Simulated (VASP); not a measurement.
# Ir (Fm-3m) in VASP: a series of runs

Runs on Ir. Level: PBE. Tasks: single point.

All numbers are computed with VASP 6.6.1; they aren't measurements. Logs are shortened: lines on timing, memory, paths and dates and some standing lists are left out, and cuts for length are marked.

### Step 1. The cell of the first run

Symmetry: Fm-3m, No. 225, cubic system. The conventional cell has a = 3.732 Å, b = 3.732 Å, c = 3.732 Å, α = 90.00°, β = 90.00°, γ = 90.00°. Ir (site symmetry m-3m) has 12 Ir at 2.64 Å within 3.5 Å.

### Step 2. Single point, PBE

INCAR reads:

```
  PREC = Accurate
  ENCUT = 520
  EDIFF = 1E-6
  ISMEAR = 0
  SIGMA = 0.1
  LREAL = False
  LASPH = True
  NELM = 100
  ALGO = Fast
  ISIF = 2
  LWAVE = False
  LCHARG = False
  GGA = PE
  NBANDS = 10
```

KPOINTS reads:

```
regular mesh
0
Gamma
  18 18 18
```

POSCAR reads:

```
Ir
1.0
    0.0000000000      1.8662198701      1.8662198701
    1.8662198701      0.0000000000      1.8662198701
    1.8662198701      1.8662198701      0.0000000000
Ir
1
Direct
    0.0000000000      0.0000000000      0.0000000000
```

Potentials or basis: VASP PAW PBE potentials, release 64 (Ir).

Command:

```
$ cat potpaw_PBE.64/Ir/POTCAR > POTCAR
$ mpirun -np 1 vasp_std > vasp.out
```

OUTCAR:

```text
PREC = Accurate
   ENCUT = 520
   EDIFF = 1E-6
   ISMEAR = 0
   LREAL = False
   LASPH = True
   NELM = 100
   ISIF = 2
   GGA = PE

 ion  position               nearest neighbor table
   1  0.000  0.000  0.000-

  LATTYP: Found a face centered cubic cell.
 ALAT       =     3.7324397402

  Lattice vectors:

 A1 = (   0.0000000000,   1.8662198701,   1.8662198701)
 A2 = (   1.8662198701,   0.0000000000,   1.8662198701)
 A3 = (   1.8662198701,   1.8662198701,   0.0000000000)

Analysis of symmetry for initial positions (statically):
=====================================================================
 Subroutine PRICEL returns:
 Original cell was already a primitive cell.

 Routine SETGRP: Setting up the symmetry group for a
 face centered cubic supercell.

 Subroutine GETGRP returns: Found 48 space group operations
 (whereof 48 operations were pure point group operations)
 out of a pool of 48 trial point group operations.

The static configuration has the point symmetry O_h .

Analysis of symmetry for dynamics (positions and initial velocities):
=====================================================================
 Subroutine PRICEL returns:
 Original cell was already a primitive cell.

 Routine SETGRP: Setting up the symmetry group for a
 face centered cubic supercell.

 Subroutine GETGRP returns: Found 48 space group operations
 (whereof 48 operations were pure point group operations)
 out of a pool of 48 trial point group operations.

The dynamic configuration has the point symmetry O_h .

 Subroutine INISYM returns: Found 48 space group operations
 (whereof 48 operations are pure point group operations),
 and found     1 'primitive' translations

----------------------------------------------------------------------------------------

                                     Primitive cell

  volume of cell :      12.9993

  direct lattice vectors                    reciprocal lattice vectors
     0.000000000  1.866219870  1.866219870    -0.267921271  0.267921271  0.267921271
     1.866219870  0.000000000  1.866219870     0.267921271 -0.267921271  0.267921271
     1.866219870  1.866219870  0.000000000     0.267921271  0.267921271 -0.267921271

  length of vectors
     2.639233451  2.639233451  2.639233451     0.464053254  0.464053254  0.464053254

  position of ions in fractional coordinates (direct lattice)
     0.000000000  0.000000000  0.000000000

  ion indices of the primitive-cell ions
   primitive index   ion index
                 1           1

----------------------------------------------------------------------------------------

 KPOINTS: regular mesh

Automatic generation of k-mesh.
 Grid dimensions read from file:
 generate k-points for:   18   18   18

 Generating k-lattice:

  Cartesian coordinates                     Fractional coordinates (reciprocal lattice)
    -0.014884515  0.014884515  0.014884515     0.055555556  0.000000000  0.000000000
     0.014884515 -0.014884515  0.014884515     0.000000000  0.055555556  0.000000000
     0.014884515  0.014884515 -0.014884515     0.000000000  0.000000000  0.055555556

  Length of vectors
     0.025780736  0.025780736  0.025780736

  Shift w.r.t. Gamma in fractional coordinates (k-lattice)
     0.000000000  0.000000000  0.000000000

 Subroutine IBZKPT returns following result:
 ===========================================

 Found    195 irreducible k-points:

 Following reciprocal coordinates:
            Coordinates               Weight
  0.000000  0.000000  0.000000      1.000000
  0.055556  0.000000  0.000000      8.000000
  0.111111  0.000000  0.000000      8.000000
  0.166667  0.000000  0.000000      8.000000
  0.222222  0.000000  0.000000      8.000000
  0.277778  0.000000  0.000000      8.000000
[... 16 lines left out ...]
 -0.277778  0.055556  0.000000     24.000000
 -0.222222  0.055556  0.000000     24.000000
 [... further k-points ...]
   k-points           NKPTS =    195   k-points in BZ     NKDIM =    195   number of bands    NBANDS=     10
   number of dos      NEDOS =    301   number of ions     NIONS =      1
   total plane-waves  NPLWV =   8000
   dimension x,y,z NGX =    20 NGY =   20 NGZ =   20
   dimension x,y,z NGXF=    40 NGYF=   40 NGZF=   40
   ions per type =               1
   NGX,Y,Z   is equivalent  to a cutoff of  12.60, 12.60, 12.60 a.u.
   NGXF,Y,Z  is equivalent  to a cutoff of  25.20, 25.20, 25.20 a.u.
 SYSTEM =  unknown system
   PREC   = accura    normal or accurate (medium, high low for compatibility)
   ISTART =      0    job   : 0-new  1-cont  2-samecut
   ICHARG =      2    charge: 1-file 2-atom 10-const
   ISPIN  =      1    spin polarized calculation?
   LNONCOLLINEAR =      F non collinear calculations
   LSORBIT =      F    spin-orbit coupling
   LASPH  =      T    aspherical Exc in radial PAW
   ENCUT  =  520.0 eV  38.22 Ry    6.18 a.u.   4.91  4.91  4.91*2*pi/ulx,y,z
   NELM   =    100;   NELMIN=  2; NELMDL= -5     # of ELM steps
   EDIFF  = 0.1E-05   stopping-criterion for ELM
   LREAL  =      F    real-space projection
   EDIFFG = 0.1E-04   stopping-criterion for IOM
   NSW    =      0    number of steps for IOM
   IBRION =     -1    ionic relax: 0-MD 1-quasi-New 2-CG
   NFREE  =      0    steps in history (QN), initial steepest desc. (CG)
   ISIF   =      2    stress and relaxation
   ISYM   =      2    0-nonsym 1-usesym 2-fastsym
   POTIM  = 0.5000    time-step for ionic-motion
   TEBEG  =    0.0;   TEEND  =   0.0 temperature during run
   PSTRESS=    0.0 pullay stress
   NELECT =       9.0000    total number of electrons
   NUPDOWN=      -1.0000    fix difference up-down
   EMIN   =  10.00;   EMAX   =-10.00  energy-range for DOS
   EFERMI =   0.00;   METHOD = LEGACY
   ISMEAR =     0;   SIGMA  =   0.10  broadening in eV -4-tet -1-fermi 0-gaus
   EFERMI_NEDOS =   21; number of points for ismear=-14 and -15
   IALGO  =     68    algorithm
   IMIX   =      4    mixing-type and parameters
     AMIX     =   0.40;   BMIX     =  1.00
     AMIX_MAG =   1.60;   BMIX_MAG =  1.00
  volume/ion in A,a.u.               =      13.00        87.72
  Fermi-wavevector in a.u.,A,eV,Ry     =   1.448270  2.736833 28.538028  2.097486
  Thomas-Fermi vector in A             =   2.566130
   LORBIT       =      0    0 simple, 1 ext, 2 COOP (PROOUT), +10 PAW based schemes
   GGA     = PE    functional components
   LHFCALC =     F    Hartree Fock is set to
   AEXX    =    0.0000 exact exchange contribution
   IVDW    =     0    specifies the selected vdW correction
   LEPSILON=     F    determine dielectric tensor
   LRPA    =     F    only Hartree local field effects (RPA)
 non-spin polarized calculation
 RMM-DIIS sequential band-by-band and
 Gauss-broadening in eV      SIGMA  =   0.10
  energy-cutoff  :      520.00
  volume of cell :       13.00
 maximum number of plane-waves:       361
   NGX =  9   NGY =  9   NGZ =  9

 number of electron       8.9999999 magnetization

 Free energy of the ion-electron system (eV)
  ---------------------------------------------------
  ext. energy  EPLUGINS =         0.00000000
  ---------------------------------------------------
  free energy    TOTEN  =        -8.63611625 eV

  energy without entropy =       -8.63179078  energy(sigma->0) =       -8.63395351

 E-fermi :  11.9941     XC(G=0): -14.4965

 val. band max:       11.9828234413   @ k =   0.5000   0.2222   0.1111
 cond. band min:      12.0078886462   @ k =   0.3333   0.1111   0.0556
 fundamental gap:      0.0250652049
 Fermi energy:        11.9940782853

 k-point     1 :       0.0000    0.0000    0.0000
  band No.  band energies     occupation
      1      -0.1157      2.00000
      2       7.5234      2.00000
      3       7.5234      2.00000
      4       7.5234      2.00000
      5      10.5999      2.00000
      6      10.5999      2.00000
      7      26.0585      0.00000
      8      32.1642      0.00000
      9      32.1642      0.00000
     10      32.1642      0.00000

 k-point     2 :       0.0556    0.0000    0.0000
  band No.  band energies     occupation
      1       0.0352      2.00000
      2       7.4375      2.00000
      3       7.5911      2.00000
      4       7.5911      2.00000
      5      10.5526      2.00000
      6      10.5526      2.00000
      7      26.3307      0.00000
      8      31.3870      0.00000
      9      32.4216      0.00000
     10      32.4216      0.00000

 k-point     3 :       0.1111    0.0000    0.0000
  band No.  band energies     occupation
      1       0.4707      2.00000
      2       7.2191      2.00000
      3       7.7684      2.00000
      4       7.7684      2.00000
      5      10.4486      2.00000
      6      10.4486      2.00000
      7      27.0772      0.00000
      8      29.8983      0.00000
      9      33.1707      0.00000
     10      33.1707      0.00000

 k-point     4 :       0.1667    0.0000    0.0000
  band No.  band energies     occupation
      1       1.1307      2.00000
      2       6.9779      2.00000
      3       7.9669      2.00000
      4       7.9669      2.00000
      5      10.4040      2.00000
      6      10.4040      2.00000
      7      27.8224      0.00000
      8      28.6416      0.00000
      9      34.3464      0.00000
     10      34.3464      0.00000
[... 222 lines left out ...]
 k-point    22 :      -0.3333    0.0556    0.0000
  band No.  band energies     occupation
      1       3.0331      2.00000
      2       7.6146      2.00000
      3       7.7715      2.00000
      4       8.1804      2.00000
      5      11.5177      2.00000
      6      12.5644      0.00000
      7      23.3794      0.00000
      8      27.5032      0.00000
      9      33.7008      0.00000
     10      35.8291      0.00000

 k-point    23 :      -0.2778    0.0556    0.0000
  band No.  band energies     occupation
      1       2.8020      2.00000
      2       7.2182      2.00000
      3       7.8618      2.00000
      4       7.9805      2.00000
      5      10.7976      2.00000
      6      11.8609      1.94043
      7      24.9612      0.00000
      8      28.7783      0.00000
      9      34.8982      0.00000
     10      36.4774      0.00000

 k-point    24 :      -0.2222    0.0556    0.0000
  band No.  band energies     occupation
      1       2.2526      2.00000
      2       6.7890      2.00000
      3       8.0335      2.00000
      4       8.1353      2.00000
      5      10.2417      2.00000
      6      11.2389      2.00000
      7      26.3951      0.00000
      8      29.4090      0.00000
      9      34.9204      0.00000
     10      36.2539      0.00000

 [... further k-points ...]

------------------------ aborting loop because EDIFF is reached ----------------------------------------

  FORCE on cell =-STRESS in cart. coord.  units (eV):
  Direction    XX          YY          ZZ          XY          YZ          ZX
  --------------------------------------------------------------------------------------
  -------------------------------------------------------------------------------------
  Total        4.1408425      4.1408425      4.1408425      0.0000000      0.0000000      0.0000000
  in kB      510.3649909    510.3649909    510.3649909      0.0000000      0.0000000      0.0000000
  external PRESSURE =     510.3649909 kB  Pullay stress =       0.0000000 kB

 VOLUME and BASIS-vectors are now :
 -----------------------------------------------------------------------------
  energy-cutoff  :      520.00
  volume of cell :       13.00
      direct lattice vectors                 reciprocal lattice vectors
     0.000000000  1.866219870  1.866219870    -0.267921271  0.267921271  0.267921271
     1.866219870  0.000000000  1.866219870     0.267921271 -0.267921271  0.267921271
     1.866219870  1.866219870  0.000000000     0.267921271  0.267921271 -0.267921271

 POSITION                                       TOTAL-FORCE (eV/Angst)
 -----------------------------------------------------------------------------------
      0.00000      0.00000      0.00000         0.000000      0.000000     -0.000000
 -----------------------------------------------------------------------------------
    total drift:                                0.000000     -0.000000     -0.000000

  FREE ENERGIE OF THE ION-ELECTRON SYSTEM (eV)
  ---------------------------------------------------
  free  energy   TOTEN  =        -8.6361162469 eV

  energy  without entropy=       -8.6317907776  energy(sigma->0) =       -8.63395351
```

Run time: 35 s. Hardware: 1 thread of AMD EPYC 7R43 (Zen 3), shared host; peak memory 0.11 GiB.

What came out:

```yaml
Free_energy: -8.6361 eV
Pressure: 51.0 GPa
```

Caveat: spin-orbit coupling is left out, which moves the levels of the heavy elements.

### Step 3. Single point, PBE

This run uses another cell than the first one, of 13.63 Å³/atom, 1.049 times its volume.

INCAR reads:

```
ALGO = Normal ; EDIFF = 1E-6
ENCUT = 520 ; GGA = PE
ISIF = 2 ; ISMEAR = 0
LASPH = True ; LCHARG = True
LELF = True ; LREAL = False
LVHAR = True ; LWAVE = False
NBANDS = 10 ; NELM = 60
PREC = Accurate ; SIGMA = 0.1
```

KPOINTS reads:

```
k-points
0
Gamma
  18 18 18
```

POSCAR reads:

```
Ir
1.0
    0.0000000000      1.8960579547      1.8960579547
    1.8960579547      0.0000000000      1.8960579547
    1.8960579547      1.8960579547      0.0000000000
Ir
1
Direct
    0.0000000000      0.0000000000      0.0000000000
```

Potentials or basis: VASP PAW PBE potentials, release 64 (Ir).

Command:

```
$ cat potpaw_PBE.64/Ir/POTCAR > POTCAR
$ mpirun -np 1 vasp_std > vasp.out
```

Run time: 27 s. Hardware: 1 thread of AMD EPYC 7R43 (Zen 3), shared host; peak memory 0.11 GiB.

Results (log left out):

```
Free energy : -8.7865 eV
Pressure    : 25.8 GPa
```

Levels at points of the mesh, in eV from the Fermi level:
```tsv
k point	band 2	band 3	band 4	band 5	band 6	band 7
(0.00, 0.00, 0.00)	-4.15	-4.15	-4.15	-1.30	-1.30	14.20
(0.50, 0.00, 0.00)	-4.27	-4.27	-0.90	0.92	0.92	7.62
(0.50, 0.50, 0.00)	-7.80	0.89	1.54	1.54	1.66	11.00
```

Caveat: spin-orbit coupling is left out, which moves the levels of the heavy elements.
